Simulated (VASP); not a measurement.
Set up this calculation in VASP 6.6.1, as the native input.

| Property | Result |
| --- | --- |
| Task | single point |
| Functional | PBE |
| Potentials or basis | VASP PAW PBE potentials, release 64 (Al, Cu) |
| Cutoff | 520 eV |
| k mesh | 6 × 6 × 6 |
| Occupations | gaussian, width 0.1 eV |
| Spin | no spin polarisation |
| Dipole correction | no |
| Further INCAR settings | ALGO = Normal; EDIFF = 1e-06; NBANDS = 20 |

The structure of AlCu2 lies in POSCAR:

```
AlCu2
1.0
    3.9512222874      0.0000000000      0.0000000000
   -1.9756111437      3.4218588769      0.0000000000
    0.0000000000      0.0000000000      2.7791483046
Al Cu
1 2
Direct
    0.0000000000      0.0000000000      0.0000000000
    0.3333333333      0.6666666667      0.5000000000
    0.6666666667      0.3333333333      0.5000000000
```

These files were run (other wordings do the same):

INCAR

```
SYSTEM = AlCu2
PREC = Accurate
ENCUT = 520
EDIFF = 1E-6
ISMEAR = 0
SIGMA = 0.1
LREAL = .False.
LASPH = .True.
NELM = 100
ALGO = Normal
ISIF = 2
LWAVE = .False.
LCHARG = .False.
GGA = PE
NBANDS = 20
```

KPOINTS

```
regular mesh
0
Gamma
  6 6 6
  0 0 0
```

Potentials or basis: VASP PAW PBE potentials, release 64 (Al, Cu).

Command:

```bash
$ cat potpaw_PBE.64/Al/POTCAR potpaw_PBE.64/Cu/POTCAR > POTCAR
$ mpirun -np 1 vasp_std > vasp.out
```

Results of the run:

The pressure is 9.4 GPa.

Caveat: the k points lie up to 0.38 Å⁻¹ apart.

Wall time 14 s on 1 thread of AMD EPYC 9R45 96-Core Processor (Zen 5) (shared host), peak memory 0.13 GiB.
